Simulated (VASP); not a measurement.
Input of a VASP 6.6.1 run:

The input INCAR:

```
PREC = Accurate
ENCUT = 520
EDIFF = 1E-6
ISMEAR = 0
SIGMA = 0.01
LREAL = F
LASPH = T
NELM = 60
ALGO = Normal
ISIF = 2
LWAVE = F
LCHARG = F
NBANDS = 35
```

KPOINTS

```
Automatic mesh
0
Gamma
  4 4 6
```

Contents of POSCAR:

```
SnO2
1.0
    4.9425613219      0.0000000000      0.0000000000
    0.0000000000      5.0236758288      0.0000000000
    0.0000000000      0.0000000000      3.3455145616
Sn O
2 4
Direct
    0.5000000000      0.5000000000      0.5000000000
    0.0000000000      0.0000000000      0.0000000000
    0.2918550000      0.3210420000      0.0000000000
    0.7918550000      0.1789580000      0.5000000000
    0.2081450000      0.8210420000      0.5000000000
    0.7081450000      0.6789580000      0.0000000000
```

Potentials or basis: VASP PAW LDA potentials, release 64 (Sn_d, O).

Command:

```sh
$ cat potpaw_LDA.64/Sn_d/POTCAR potpaw_LDA.64/O/POTCAR > POTCAR
$ mpirun -np 1 vasp_std > vasp.out
```

(1) What does it give for the band gap on the k mesh?

(2) Predict the pressure.

(3) Estimate the largest force.

Results:

(1) 0.26 eV (least direct gap 0.55 eV).

(2) -22.2 GPa.

(3) 0.407 eV/Å.

Caveat: the cell stands under tension; spin-orbit coupling is left out, which moves the levels of the heavy elements.
